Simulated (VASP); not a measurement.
TiAl3:

```xyz
4
Lattice="3.9557 0.0000 0.0000 0.0000 3.9557 0.0000 0.0000 0.0000 3.9557" Properties=species:S:1:pos:R:3 pbc="T T T"
Ti    0.0000    0.0000    0.0000
Al    1.9778    1.9778    0.0000
Al    1.9778    0.0000    1.9778
Al    0.0000    1.9778    1.9778
```

```yaml
Program: VASP 6.6.1
Task: relaxation of cell and atoms
Functional: LDA
Potentials_or_basis: VASP PAW LDA potentials, release 64 (Ti_sv, Al)
Cutoff: 600 eV
k_mesh: 10 × 10 × 10
Occupations: gaussian, width 0.1 eV
Spin: no spin polarisation
```

At the start: pressure -3.6 GPa; volume 15.47 Å³/atom.

Question: Where does the relaxation end?

Answer: Over 3 steps the energy falls by 5.8 meV/atom and the volume is 14.98 Å³/atom (-3.2 %); space group Pm-3m (No. 221, to 0.05 Å).

Step by step:
| step | energy change (eV) | largest force (eV/Å) | pressure (GPa) | volume (Å³) |
| --- | --- | --- | --- | --- |
| 1 | 0.0000 | 0.0000 | -3.60 | 61.90 |
| 2 | -0.0159 | 0.0000 | 2.19 | 58.83 |
| 3 | -0.0231 | 0.0000 | 0.00 | 59.90 |

Final structure:
```
CELL_PARAMETERS angstrom
3.91270 0.00000 0.00000
0.00000 3.91270 0.00000
0.00000 0.00000 3.91270
ATOMIC_POSITIONS crystal
Ti 0.00000 0.00000 0.00000
Al 0.50000 0.50000 0.00000
Al 0.50000 0.00000 0.50000
Al 0.00000 0.50000 0.50000
```
